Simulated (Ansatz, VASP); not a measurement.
**H4PtS2 in VASP and in Ansatz**

```
CELL_PARAMETERS angstrom
10.39000 0.00000 0.00000
0.00000 11.68000 0.00000
0.00000 0.00000 14.41000
ATOMIC_POSITIONS crystal
Pt 0.54374 0.49991 0.50001
S 0.55644 0.50221 0.65510
S 0.55644 0.49761 0.34493
H 0.56704 0.61455 0.68024
H 0.43311 0.49762 0.68774
H 0.56704 0.38527 0.31978
H 0.43311 0.50221 0.31228
```

Alike in both runs: task single point; functional PBE; k mesh 1 × 1 × 1; occupations gaussian, width 0.01 eV; no spin polarisation.

|  | VASP | Ansatz |
| --- | --- | --- |
| version | VASP 6.6.1 | Ansatz 0.2.0 |
| potentials or method | VASP PAW PBE potentials, release 64 (Pt_sv_GW, S, H), cutoff 430 eV | scalar-relativistic, plane waves, PAW |
| valence electrons in the cell | 34 | 34 |

Ansatz gave:

| Quantity | Value |
| --- | --- |
| gap on the k mesh at the Fermi level (eV) | 3.25 |
| rms of the force components (eV/Å) | 0.165 |

Q: Which values does VASP return?

A: gap on the k mesh at the Fermi level (eV): 3.26; rms of the force components (eV/Å): 0.147.

Ansatz's warnings: structure snapped to symmetry.

Neither program's run includes spin-orbit coupling.
